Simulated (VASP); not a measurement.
# PbSe (P6_3mc) in VASP: a series of runs

PbSe is run at these levels: r2SCAN; tasks: single point.

All numbers are computed with VASP 6.6.1; they aren't measurements. Logs are shortened: lines on timing, memory, paths and dates and some standing lists are left out, and cuts for length are marked.

### Step 1. The cell of the first run

It takes space group P6_3mc (No. 186, hexagonal). The conventional cell has a = 5.225 Å, b = 5.225 Å, c = 6.276 Å, α = 90.00°, β = 90.00°, γ = 120.00°. Within 4.0 Å of Pb (site symmetry 3m) lie 5 Se at 3.02 to 3.17 Å. Se (site symmetry 3m) has 5 Pb at 3.02 to 3.17 Å within 4.0 Å.

### Step 2. Single point, r2SCAN (volume changed by +3%)

POSCAR reads:

```
PbSe
1.0
    5.2253767707      0.0000000001      0.0000000000
   -2.6126883854      4.5253090277      0.0000000000
    0.0000000000      0.0000000000      6.2763117496
Pb Se
2 2
Direct
    0.3333333333      0.6666666667     -0.0648967816
    0.6666666667      0.3333333333      0.4351032184
    0.3333333333      0.6666666667      0.4398967816
    0.6666666667      0.3333333333      0.9398967816
```

INCAR.step1 reads:

```
ALGO = Normal
EDIFF = 1E-4
ENCUT = 520
GGA = PE
ISMEAR = 0
LASPH = T
LCHARG = F
LREAL = F
LWAVE = T
NBANDS = 28
NELM = 80
PREC = Accurate
SIGMA = 0.01
```

INCAR.step2 reads:

```
ALGO = Normal
EDIFF = 1E-7
ENCUT = 520
ISIF = 2
ISMEAR = 0
ISTART = 1
LASPH = T
LCHARG = F
LMIXTAU = T
LREAL = F
LWAVE = F
METAGGA = R2SCAN
NBANDS = 28
NELM = 80
PREC = Accurate
SIGMA = 0.01
```

KPOINTS reads:

```
k-points
0
Gamma
  6 6 4
```

Potentials or basis: VASP PAW PBE potentials, release 64 (Pb_d, Se).

Launch:

```bash
> cat potpaw_PBE.64/Pb_d/POTCAR potpaw_PBE.64/Se/POTCAR > POTCAR
> cp INCAR.step1 INCAR
> mpirun -np 1 vasp_std > vasp.out
> cp INCAR.step2 INCAR
> mpirun -np 1 vasp_std > vasp.out
```

OUTCAR:

```text
EDIFF = 1E-7
   ENCUT = 520
   ISIF = 2
   ISMEAR = 0
   ISTART = 1
   LASPH = T
   LREAL = F
   METAGGA = R2SCAN
   NELM = 80
   PREC = Accurate

 ion  position               nearest neighbor table
   1  0.333  0.667  0.935-   4 3.02   4 3.02   4 3.02   3 3.11   3 3.17
   2  0.667  0.333  0.435-   3 3.02   3 3.02   3 3.02   4 3.11   4 3.17
   3  0.333  0.667  0.440-   2 3.02   2 3.02   2 3.02   1 3.11   1 3.17
   4  0.667  0.333  0.940-   1 3.02   1 3.02   1 3.02   2 3.11   2 3.17

  LATTYP: Found a hexagonal cell.
 ALAT       =     5.2253767707
 C/A-ratio  =     1.2011213784

  Lattice vectors:

 A1 = (   5.2253767707,   0.0000000001,   0.0000000000)
 A2 = (  -2.6126883854,   4.5253090277,   0.0000000000)
 A3 = (   0.0000000000,   0.0000000000,   6.2763117496)

Analysis of symmetry for initial positions (statically):
=====================================================================
 Subroutine PRICEL returns:
 Original cell was already a primitive cell.

 Routine SETGRP: Setting up the symmetry group for a
 hexagonal supercell.

 Subroutine GETGRP returns: Found 12 space group operations
 (whereof  6 operations were pure point group operations)
 out of a pool of 24 trial point group operations.

The static configuration has the point symmetry C_3v.
 The point group associated with its full space group is C_6v.

Analysis of symmetry for dynamics (positions and initial velocities):
=====================================================================
 Subroutine PRICEL returns:
 Original cell was already a primitive cell.

 Routine SETGRP: Setting up the symmetry group for a
 hexagonal supercell.

 Subroutine GETGRP returns: Found 12 space group operations
 (whereof  6 operations were pure point group operations)
 out of a pool of 24 trial point group operations.

The dynamic configuration has the point symmetry C_3v.
 The point group associated with its full space group is C_6v.

 Subroutine INISYM returns: Found 12 space group operations
 (whereof  6 operations are pure point group operations),
 and found     1 'primitive' translations

----------------------------------------------------------------------------------------

                                     Primitive cell

  volume of cell :     148.4125

  direct lattice vectors                    reciprocal lattice vectors
     5.225376771  0.000000000  0.000000000     0.191373760  0.110489692  0.000000000
    -2.612688385  4.525309028  0.000000000    -0.000000000  0.220979384  0.000000000
     0.000000000  0.000000000  6.276311750     0.000000000  0.000000000  0.159329243

  length of vectors
     5.225376771  5.225376771  6.276311750     0.220979384  0.220979384  0.159329243

  position of ions in fractional coordinates (direct lattice)
     0.333333333  0.666666667  0.935103218
     0.666666667  0.333333333  0.435103218
     0.333333333  0.666666667  0.439896782
     0.666666667  0.333333333  0.939896782

  ion indices of the primitive-cell ions
   primitive index   ion index
                 1           1
                 2           2
                 3           3
                 4           4

----------------------------------------------------------------------------------------

 KPOINTS: k-points

Automatic generation of k-mesh.
 Grid dimensions read from file:
 generate k-points for:    6    6    4

 Generating k-lattice:

  Cartesian coordinates                     Fractional coordinates (reciprocal lattice)
     0.031895627  0.018414949  0.000000000     0.166666667  0.000000000  0.000000000
    -0.000000000  0.036829897  0.000000000    -0.000000000  0.166666667  0.000000000
     0.000000000  0.000000000  0.039832311     0.000000000  0.000000000  0.250000000

  Length of vectors
     0.036829897  0.036829897  0.039832311

  Shift w.r.t. Gamma in fractional coordinates (k-lattice)
     0.000000000  0.000000000  0.000000000

 Subroutine IBZKPT returns following result:
 ===========================================

 Found     21 irreducible k-points:

 Following reciprocal coordinates:
            Coordinates               Weight
  0.000000  0.000000  0.000000      1.000000
  0.166667  0.000000  0.000000      6.000000
  0.333333  0.000000  0.000000      6.000000
  0.500000  0.000000  0.000000      3.000000
  0.166667  0.166667  0.000000      6.000000
  0.333333  0.166667  0.000000     12.000000
[... 13 lines left out ...]
  0.333333  0.166667  0.500000     12.000000
  0.333333  0.333333  0.500000      2.000000
   k-points           NKPTS =     21   k-points in BZ     NKDIM =     21   number of bands    NBANDS=     28
   number of dos      NEDOS =    301   number of ions     NIONS =      4
   total plane-waves  NPLWV =  76800
   dimension x,y,z NGX =    40 NGY =   40 NGZ =   48
   dimension x,y,z NGXF=    80 NGYF=   80 NGZF=   96
   ions per type =               2   2
   NGX,Y,Z   is equivalent  to a cutoff of  12.73, 12.73, 12.71 a.u.
   NGXF,Y,Z  is equivalent  to a cutoff of  25.45, 25.45, 25.43 a.u.
 SYSTEM =  unknown system
   PREC   = accura    normal or accurate (medium, high low for compatibility)
   ISTART =      1    job   : 0-new  1-cont  2-samecut
   ICHARG =      0    charge: 1-file 2-atom 10-const
   ISPIN  =      1    spin polarized calculation?
   LNONCOLLINEAR =      F non collinear calculations
   LSORBIT =      F    spin-orbit coupling
   LASPH  =      T    aspherical Exc in radial PAW
   ENCUT  =  520.0 eV  38.22 Ry    6.18 a.u.   9.72  9.72 11.67*2*pi/ulx,y,z
   NELM   =     80;   NELMIN=  2; NELMDL=  0     # of ELM steps
   EDIFF  = 0.1E-06   stopping-criterion for ELM
   LREAL  =      F    real-space projection
   EDIFFG = 0.1E-05   stopping-criterion for IOM
   NSW    =      0    number of steps for IOM
   IBRION =     -1    ionic relax: 0-MD 1-quasi-New 2-CG
   NFREE  =      0    steps in history (QN), initial steepest desc. (CG)
   ISIF   =      2    stress and relaxation
   ISYM   =      2    0-nonsym 1-usesym 2-fastsym
   POTIM  = 0.5000    time-step for ionic-motion
   TEBEG  =    0.0;   TEEND  =   0.0 temperature during run
   PSTRESS=    0.0 pullay stress
   NELECT =      40.0000    total number of electrons
   NUPDOWN=      -1.0000    fix difference up-down
   EMIN   =  10.00;   EMAX   =-10.00  energy-range for DOS
   EFERMI =   0.00;   METHOD = LEGACY
   ISMEAR =     0;   SIGMA  =   0.01  broadening in eV -4-tet -1-fermi 0-gaus
   EFERMI_NEDOS =   21; number of points for ismear=-14 and -15
   IALGO  =     38    algorithm
   IMIX   =      4    mixing-type and parameters
     AMIX     =   0.40;   BMIX     =  1.00
     AMIX_MAG =   1.60;   BMIX_MAG =  1.00
  volume/ion in A,a.u.               =      37.10       250.38
  Fermi-wavevector in a.u.,A,eV,Ry     =   1.057478  1.998344 15.214850  1.118260
  Thomas-Fermi vector in A             =   2.192752
   LORBIT       =      0    0 simple, 1 ext, 2 COOP (PROOUT), +10 PAW based schemes
   METAGGA = R2SCAN    functional components
   LHFCALC =     F    Hartree Fock is set to
   AEXX    =    0.0000 exact exchange contribution
   IVDW    =     0    specifies the selected vdW correction
   LEPSILON=     F    determine dielectric tensor
   LRPA    =     F    only Hartree local field effects (RPA)
 non-spin polarized calculation
 Gauss-broadening in eV      SIGMA  =   0.01
  energy-cutoff  :      520.00
  volume of cell :      148.41
 maximum number of plane-waves:      4022
 NGX is ok and might be reduce to    40
   NGX = 19   NGY = 19   NGZ = 23

 number of electron      39.9999999 magnetization

 Free energy of the ion-electron system (eV)
  ---------------------------------------------------
  ext. energy  EPLUGINS =         0.00000000
  ---------------------------------------------------
  free energy    TOTEN  =      -143.38740120 eV

  energy without entropy =     -143.38740120  energy(sigma->0) =     -143.38740120

 E-fermi :   2.6717     XC(G=0):  -8.6139

 val. band max:        2.5943341736   @ k =   0.3333   0.3333   0.5000
 cond. band min:       4.1137762485   @ k =   0.3333   0.3333   0.5000
 fundamental gap:      1.5194420749
 Fermi energy:         2.6717157594

 k-point     1 :       0.0000    0.0000    0.0000
  band No.  band energies     occupation
      1     -14.8153      2.00000
      2     -14.7395      2.00000
      3     -14.7395      2.00000
      4     -14.7391      2.00000
      5     -14.7391      2.00000
      6     -14.7359      2.00000
[... 20 lines left out ...]
     27       8.6452      0.00000
     28       9.5340      0.00000

 k-point     2 :       0.1667    0.0000    0.0000
  band No.  band energies     occupation
      1     -14.8134      2.00000
      2     -14.7467      2.00000
      3     -14.7391      2.00000
      4     -14.7373      2.00000
      5     -14.7363      2.00000
      6     -14.7352      2.00000
[... 20 lines left out ...]
     27       8.4138      0.00000
     28       9.1740      0.00000

 k-point     3 :       0.3333    0.0000    0.0000
  band No.  band energies     occupation
      1     -14.8082      2.00000
      2     -14.7614      2.00000
      3     -14.7394      2.00000
      4     -14.7361      2.00000
      5     -14.7335      2.00000
      6     -14.7297      2.00000
[... 20 lines left out ...]
     27       8.7471      0.00000
     28       9.2599      0.00000

 k-point     4 :       0.5000    0.0000    0.0000
  band No.  band energies     occupation
      1     -14.8041      2.00000
      2     -14.7700      2.00000
      3     -14.7405      2.00000
      4     -14.7345      2.00000
      5     -14.7323      2.00000
      6     -14.7266      2.00000
[... 485 lines left out ...]
     27       9.8852      0.00000
     28       9.8852      0.00000

 k-point    20 :       0.3333    0.1667    0.5000
  band No.  band energies     occupation
      1     -14.7600      2.00000
      2     -14.7600      2.00000
      3     -14.7421      2.00000
      4     -14.7421      2.00000
      5     -14.7360      2.00000
      6     -14.7360      2.00000
[... 20 lines left out ...]
     27       9.3452      0.00000
     28       9.3452      0.00000

 k-point    21 :       0.3333    0.3333    0.5000
  band No.  band energies     occupation
      1     -14.7573      2.00000
      2     -14.7573      2.00000
      3     -14.7448      2.00000
      4     -14.7448      2.00000
      5     -14.7340      2.00000
      6     -14.7340      2.00000
[... 20 lines left out ...]
     27       9.2615      0.00000
     28       9.2615      0.00000

------------------------ aborting loop because EDIFF is reached ----------------------------------------

  FORCE on cell =-STRESS in cart. coord.  units (eV):
  Direction    XX          YY          ZZ          XY          YZ          ZX
  --------------------------------------------------------------------------------------
  -------------------------------------------------------------------------------------
  Total       -0.9944531     -0.9944531     -1.0913568     -0.0000000      0.0000000      0.0000000
  in kB      -10.7355553    -10.7355553    -11.7816732     -0.0000000      0.0000000      0.0000000
  external PRESSURE =     -11.0842612 kB  Pullay stress =       0.0000000 kB

 VOLUME and BASIS-vectors are now :
 -----------------------------------------------------------------------------
  energy-cutoff  :      520.00
  volume of cell :      148.41
      direct lattice vectors                 reciprocal lattice vectors
     5.225376771  0.000000000  0.000000000     0.191373760  0.110489692  0.000000000
    -2.612688385  4.525309028  0.000000000    -0.000000000  0.220979384  0.000000000
     0.000000000  0.000000000  6.276311750     0.000000000  0.000000000  0.159329243

 POSITION                                       TOTAL-FORCE (eV/Angst)
 -----------------------------------------------------------------------------------
     -0.00000      3.01687      5.86900        -0.000000      0.000000     -0.006946
      2.61269      1.50844      2.73084         0.000000     -0.000000     -0.006946
     -0.00000      3.01687      2.76093        -0.000000      0.000000      0.006946
      2.61269      1.50844      5.89909        -0.000000     -0.000000      0.006946
 -----------------------------------------------------------------------------------
    total drift:                               -0.000000      0.000000     -0.000282

  FREE ENERGIE OF THE ION-ELECTRON SYSTEM (eV)
  ---------------------------------------------------
  free  energy   TOTEN  =      -143.3874012008 eV

  energy  without entropy=     -143.3874012008  energy(sigma->0) =     -143.38740120
```

Run time: 5 min. Hardware: 1 thread of Intel Xeon Platinum 8375C at 2.90GHz (Ice Lake), shared host; peak memory 0.32 GiB.

Results:

```yaml
Free_energy: -143.3874 eV
Pressure: -1.1 GPa
Largest_force: 0.007 eV/Å
Band_gap_on_the_k_mesh: 1.52 eV, direct
```

Forces in eV/Å, atoms in the order of the input:
```
Pb   0.000  0.000 -0.007
Pb   0.000  0.000 -0.007
Se   0.000  0.000  0.007
Se   0.000  0.000  0.007
```

Levels at points of the mesh, in eV from the valence-band top:
| k point | band 17 | band 18 | band 19 | band 20 | band 21 | band 22 | band 23 | band 24 |
| --- | --- | --- | --- | --- | --- | --- | --- | --- |
| (0.00, 0.00, 0.00) | -2.85 | -1.69 | -1.69 | -1.67 | 2.04 | 2.04 | 3.47 | 3.47 |
| (0.50, 0.00, 0.00) | -2.65 | -2.07 | -2.00 | -0.61 | 2.91 | 3.41 | 4.32 | 4.44 |
| (0.00, 0.00, 0.50) | -2.29 | -2.29 | -1.25 | -1.25 | 2.42 | 2.42 | 2.42 | 2.42 |
| (0.50, 0.00, 0.50) | -1.67 | -1.67 | -0.63 | -0.63 | 1.72 | 1.72 | 3.17 | 3.17 |

Caveat: the PAW data sets were made with another functional, which shifts forces and pressure a little; spin-orbit coupling is left out, which moves the levels of the heavy elements. A k mesh can miss the band edges.

### Step 3. Single point, r2SCAN (volume changed by +6%)

POSCAR reads:

```
PbSe
1.0
    5.2756238605      0.0000000001      0.0000000000
   -2.6378119303      4.5688242840      0.0000000000
    0.0000000000      0.0000000000      6.3366646034
Pb Se
2 2
Direct
    0.3333333333      0.6666666667     -0.0648967816
    0.6666666667      0.3333333333      0.4351032184
    0.3333333333      0.6666666667      0.4398967816
    0.6666666667      0.3333333333      0.9398967816
```

INCAR.step1 reads:

```
SYSTEM = PbSe
ALGO = Normal
EDIFF = 1E-4
ENCUT = 520
GGA = PE
ISMEAR = 0
LASPH = .TRUE.
LCHARG = .FALSE.
LREAL = .FALSE.
LWAVE = .TRUE.
NBANDS = 28
NELM = 80
PREC = Accurate
SIGMA = 0.01
```

INCAR.step2 reads:

```
SYSTEM = PbSe
ALGO = Normal
EDIFF = 1E-6
ENCUT = 520
ISIF = 2
ISMEAR = 0
ISTART = 1
LASPH = .TRUE.
LCHARG = .TRUE.
LELF = .TRUE.
LMIXTAU = .TRUE.
LREAL = .FALSE.
LVHAR = .TRUE.
LWAVE = .FALSE.
METAGGA = R2SCAN
NBANDS = 28
NELM = 80
PREC = Accurate
SIGMA = 0.01
```

KPOINTS reads:

```
k-points
0
G
  6 6 4
  0 0 0
```

Potentials or basis: VASP PAW PBE potentials, release 64 (Pb_d, Se).

Launch:

```bash
> cat potpaw_PBE.64/Pb_d/POTCAR potpaw_PBE.64/Se/POTCAR > POTCAR
> cp INCAR.step1 INCAR
> mpirun -np 1 vasp_std > vasp.out
> cp INCAR.step2 INCAR
> mpirun -np 1 vasp_std > vasp.out
```

OUTCAR:

```text
SYSTEM = PbSe
   EDIFF = 1E-6
   ENCUT = 520
   ISIF = 2
   ISMEAR = 0
   ISTART = 1
   LASPH = .TRUE.
   LREAL = .FALSE.
   METAGGA = R2SCAN
   NELM = 80
   PREC = Accurate

 ion  position               nearest neighbor table
   1  0.333  0.667  0.935-   4 3.05   4 3.05   4 3.05   3 3.14   3 3.20
   2  0.667  0.333  0.435-   3 3.05   3 3.05   3 3.05   4 3.14   4 3.20
   3  0.333  0.667  0.440-   2 3.05   2 3.05   2 3.05   1 3.14   1 3.20
   4  0.667  0.333  0.940-   1 3.05   1 3.05   1 3.05   2 3.14   2 3.20

  LATTYP: Found a hexagonal cell.
[... 847 lines left out ...]
  Direction    XX          YY          ZZ          XY          YZ          ZX
  --------------------------------------------------------------------------------------
  -------------------------------------------------------------------------------------
  Total       -1.9025151     -1.9025151     -2.0597320     -0.0000000      0.0000000      0.0000000
  in kB      -19.9572038    -19.9572038    -21.6063942     -0.0000000      0.0000000      0.0000000
  external PRESSURE =     -20.5069339 kB  Pullay stress =       0.0000000 kB

 VOLUME and BASIS-vectors are now :
 -----------------------------------------------------------------------------
  energy-cutoff  :      520.00
  volume of cell :      152.74
      direct lattice vectors                 reciprocal lattice vectors
     5.275623860  0.000000000  0.000000000     0.189551042  0.109437345  0.000000000
    -2.637811930  4.568824284  0.000000000    -0.000000000  0.218874690  0.000000000
     0.000000000  0.000000000  6.336664603     0.000000000  0.000000000  0.157811729

 POSITION                                       TOTAL-FORCE (eV/Angst)
 -----------------------------------------------------------------------------------
     -0.00000      3.04588      5.92544         0.000000      0.000000     -0.014418
      2.63781      1.52294      2.75710        -0.000000      0.000000     -0.014418
     -0.00000      3.04588      2.78748        -0.000000      0.000000      0.014418
      2.63781      1.52294      5.95581        -0.000000     -0.000000      0.014418
 -----------------------------------------------------------------------------------
    total drift:                               -0.000000      0.000000      0.000816

  FREE ENERGIE OF THE ION-ELECTRON SYSTEM (eV)
  ---------------------------------------------------
  free  energy   TOTEN  =      -143.3455088979 eV

  energy  without entropy=     -143.3455088979  energy(sigma->0) =     -143.34550890
```

It took 4.2 min on 1 thread of Intel Xeon Platinum 8375C at 2.90GHz (Ice Lake), shared host; peak memory 0.32 GiB.

What came out:

* Free energy: -143.3455 eV
* Pressure: -2.1 GPa
* Largest force: 0.014 eV/Å
* Band gap on the k mesh: 1.55 eV, direct

Forces on the atoms (eV/Å):
```
Pb   0.000  0.000 -0.014
Pb   0.000  0.000 -0.014
Se   0.000  0.000  0.014
Se   0.000  0.000  0.014
```

Stress tensor (GPa, compression positive):
```
-2.00  0.00  0.00
 0.00 -2.00  0.00
 0.00  0.00 -2.16
```

Caveat: the PAW data sets were made with another functional, which shifts forces and pressure a little; spin-orbit coupling is left out, which moves the levels of the heavy elements.
